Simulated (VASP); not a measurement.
BiC:

```xyz
2
Lattice="3.4479 0.0000 0.0000 -1.7240 2.9860 0.0000 0.0000 0.0000 3.3629" Properties=species:S:1:pos:R:3 pbc="T T T"
Bi    0.0000    0.0000    0.0000
C     1.7240    0.9953    1.6815
```

- Program: VASP 6.6.1
- Task: relaxation of cell and atoms
- Functional: PBE
- Potentials or basis: VASP PAW PBE potentials, release 64 (Bi_d, C)
- Cutoff: 600 eV
- k mesh: 18 × 18 × 16
- Occupations: gaussian, width 0.1 eV
- Spin: no spin polarisation

At the start: pressure 1.6 GPa; volume 17.31 Å³/atom.

Q: Where does the relaxation end?

A: Over 8 steps the energy falls by 21.1 meV/atom and the volume is 17.75 Å³/atom (+2.5 %); space group P-6m2 (No. 187, to 0.1 Å) before and after.

The path:
| step | energy change (eV) | largest force (eV/Å) | pressure (GPa) | volume (Å³) |
| --- | --- | --- | --- | --- |
| 1 | 0.0000 | 0.0000 | 1.64 | 34.62 |
| 2 | -0.0421 | 0.0000 | 0.17 | 35.48 |
| 3 | -0.0422 | 0.0000 | 0.17 | 35.45 |
| 4 | -0.0422 | 0.0000 | 0.22 | 35.43 |
| 5 | -0.0422 | 0.0000 | -0.05 | 35.54 |
| 6 | -0.0422 | 0.0000 | -0.05 | 35.51 |
| 7 | -0.0422 | 0.0000 | 0.03 | 35.49 |
| 8 | -0.0422 | 0.0000 | 0.07 | 35.50 |

Final structure:
```
CELL_PARAMETERS angstrom
3.53746 0.00000 0.00000
-1.76873 3.06353 0.00000
0.00000 0.00000 3.27615
ATOMIC_POSITIONS crystal
Bi 0.00000 0.00000 0.00000
C 0.66667 0.33333 0.50000
```
